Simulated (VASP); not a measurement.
The system is Mg3Zn2O3.

```
CELL_PARAMETERS angstrom
3.05000 0.00000 0.00000
-1.52500 2.64138 0.00000
0.00000 0.00000 11.90000
ATOMIC_POSITIONS crystal
Mg 0.00000 0.00000 0.00000
Mg 0.66667 0.33333 0.40300
Mg 0.33333 0.66667 0.20200
Zn 0.00000 0.00000 0.60500
Zn 0.33333 0.66667 0.79800
O 0.33333 0.66667 0.50400
O 0.66667 0.33333 0.10100
O 0.00000 0.00000 0.30300
```

```yaml
Program: VASP 6.6.1
Task: relaxation of cell and atoms
Functional: PBE
Potentials_or_basis: VASP PAW PBE potentials, release 64 (Mg, Zn, O)
Cutoff: 600 eV
k_mesh: 6 × 6 × 2
Occupations: gaussian, width 0.2 eV
Spin: no spin polarisation
```

At the start: pressure -0.6 GPa; volume 11.98 Å³/atom.

Q: Where does the relaxation end?

A: Over 10 steps the energy falls by 31.4 meV/atom and the volume is 11.63 Å³/atom (-2.9 %); space group P3m1 (No. 156, to 0.1 Å) before and after.

The path:
```tsv
step	energy change (eV)	largest force (eV/Å)	pressure (GPa)	volume (Å³)
1	0.0000	1.6773	-0.63	95.87
2	-0.1576	0.6136	-1.13	95.22
3	-0.1672	0.7731	-1.19	95.01
4	-0.2078	0.3693	0.23	93.58
5	-0.2127	0.4568	1.01	92.89
6	-0.2367	0.2440	0.37	93.27
7	-0.2441	0.2694	-0.17	93.64
8	-0.2492	0.1027	-0.21	93.49
9	-0.2496	0.1310	-0.22	93.44
10	-0.2514	0.0523	0.11	93.04
```

Final structure:
```
Mg Zn O
1.0
     3.02457    0.00000    0.00000
    -1.51229    2.61936    0.00000
     0.00000    0.00000   11.74415
Mg Zn O
3 2 3
Direct
  0.00000 0.00000 0.99016
  0.66667 0.33333 0.40757
  0.33333 0.66667 0.19965
  0.00000 0.00000 0.62303
  0.33333 0.66667 0.80090
  0.33333 0.66667 0.50402
  0.66667 0.33333 0.09166
  0.00000 0.00000 0.29900
```

Caveat: the relaxation stopped at a loose force limit of 0.08 eV/Å, so its end isn't a converged minimum.
